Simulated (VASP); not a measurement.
Crystal: Ti2BeO3.

```
Ti Be O
1.0
     4.79771    0.00000    0.00000
    -2.39885    4.15494    0.00000
     0.00000    0.00000    2.92141
Ti Be O
2 1 3
Direct
  0.33333 0.66667 0.00000
  0.66667 0.33333 0.00000
  0.00000 0.00000 0.00000
  0.50000 0.00000 0.50000
  0.50000 0.50000 0.50000
  0.00000 0.50000 0.50000
```

- Program: VASP 6.6.1
- Task: relaxation of cell and atoms
- Functional: PBE
- Potentials or basis: VASP PAW PBE potentials, release 64 (Ti_sv, Be, O)
- Cutoff: 600 eV
- k mesh: 6 × 6 × 6
- Occupations: gaussian, width 0.1 eV
- Spin: no spin polarisation

At the start: pressure 18.1 GPa; volume 9.71 Å³/atom.

Problem. How do energy, volume and symmetry change on relaxing?

Solution. Over 11 steps the energy falls by 165.2 meV/atom and the volume is 11.19 Å³/atom (+15.3 %); space group P6/mmm (No. 191, to 0.1 Å) before and after.

Step by step:
| step | energy change (eV) | largest force (eV/Å) | pressure (GPa) | volume (Å³) |
| --- | --- | --- | --- | --- |
| 1 | 0.0000 | 0.0000 | 18.12 | 58.24 |
| 2 | -0.6090 | 0.0000 | -8.29 | 67.86 |
| 3 | -0.6149 | 0.0000 | -6.29 | 66.80 |
| 4 | -0.9710 | 0.0000 | 0.22 | 66.06 |
| 5 | -0.9828 | 0.0000 | 1.61 | 65.88 |
| 6 | -0.9829 | 0.0000 | 1.81 | 65.85 |
| 7 | -0.9828 | 0.0000 | 1.99 | 65.83 |
| 8 | -0.9893 | 0.0000 | -0.77 | 67.10 |
| 9 | -0.9896 | 0.0000 | -0.37 | 66.91 |
| 10 | -0.9907 | 0.0000 | -0.26 | 66.99 |
| 11 | -0.9915 | 0.0000 | -0.05 | 67.14 |

Final structure:
```
CELL_PARAMETERS angstrom
5.39539 0.00000 0.00000
-2.69770 4.67255 0.00000
0.00000 0.00000 2.66329
ATOMIC_POSITIONS crystal
Ti 0.33333 0.66667 0.00000
Ti 0.66667 0.33333 0.00000
Be 0.00000 0.00000 0.00000
O 0.50000 0.00000 0.50000
O 0.50000 0.50000 0.50000
O 0.00000 0.50000 0.50000
```

Caveat: the volume moved by over 15 % at a fixed basis, so the end points are rough.
